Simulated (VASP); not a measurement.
Wanted: the native input for a VASP 6.6.1 run.

```yaml
Task: single point
Functional: r2SCAN
Potentials_or_basis: VASP PAW PBE potentials, release 64 (Sb)
Cutoff: 520 eV
k_mesh: 16 × 16 × 16
Occupations: gaussian, width 0.15 eV
Spin: no spin polarisation
Dipole_correction: no
Further_INCAR_settings: ALGO = Normal; EDIFF = 1e-06; NBANDS = 8
```

The system is Sb.

```
CELL_PARAMETERS angstrom
3.20740 0.00000 0.00000
0.00000 3.16000 0.00000
0.00000 0.00000 3.16000
ATOMIC_POSITIONS crystal
Sb 0.00000 0.00000 0.00000
```

This cell differs from its parent crystal: strain +0.0150 x Voigt [1, 0, 0, 0, 0, 0].

These files were run (other wordings do the same):

POSCAR

```
Sb
1.0
    3.2074000000      0.0000000000      0.0000000000
    0.0000000000      3.1600000000      0.0000000000
    0.0000000000      0.0000000000      3.1600000000
Sb
1
Direct
    0.0000000000      0.0000000000      0.0000000000
```

INCAR.step1

```
PREC     = Accurate       # precision mode
ENCUT    = 520            # plane-wave cutoff, eV
ISMEAR   = 0              # smearing method
SIGMA    = 0.15           # smearing width, eV
LREAL    = False          # projectors in reciprocal space
LASPH    = True           # aspherical terms in the spheres
NELM     = 80             # most SCF steps
NBANDS   = 8              # bands
GGA      = PE             # functional
ALGO     = Normal         # electronic algorithm
EDIFF    = 1E-4           # SCF threshold, eV
LWAVE    = True           # write WAVECAR
LCHARG   = False          # write CHGCAR
```

INCAR.step2

```
PREC     = Accurate       # precision mode
ENCUT    = 520            # plane-wave cutoff, eV
EDIFF    = 1E-6           # SCF threshold, eV
ISMEAR   = 0              # smearing method
SIGMA    = 0.15           # smearing width, eV
LREAL    = False          # projectors in reciprocal space
LASPH    = True           # aspherical terms in the spheres
NELM     = 80             # most SCF steps
ALGO     = Normal         # electronic algorithm
ISIF     = 2              # what is computed and relaxed
LWAVE    = False          # write WAVECAR
LCHARG   = False          # write CHGCAR
METAGGA  = R2SCAN         # meta-GGA
LMIXTAU  = True         
NBANDS   = 8              # bands
ISTART   = 1
```

KPOINTS

```
regular mesh
0
Gamma
  16 16 16
```

Potentials or basis: VASP PAW PBE potentials, release 64 (Sb).

The run is started by

```sh
$ cat potpaw_PBE.64/Sb/POTCAR > POTCAR
$ cp INCAR.step1 INCAR
$ mpirun -np 1 vasp_std > vasp.out
$ cp INCAR.step2 INCAR
$ mpirun -np 1 vasp_std > vasp.out
```

It gave:

| Item | Value |
| --- | --- |
| Pressure | -4.4 GPa |
| Band gap on the k mesh | zero (an odd number of electrons rules out a gap without spin polarisation) |

Caveat: the cell differs from its parent crystal (strain +0.0150 x Voigt [1, 0, 0, 0, 0, 0]); the cell stands under tension; the PAW data sets were made with another functional, which shifts forces and pressure a little; spin-orbit coupling is left out, which moves the levels of the heavy elements.

Run time: 2 min on 1 thread of Intel(R) Xeon(R) Platinum 8259CL CPU @ 2.50GHz (Skylake/Cascade Lake) (shared host), peak memory 0.22 GiB.
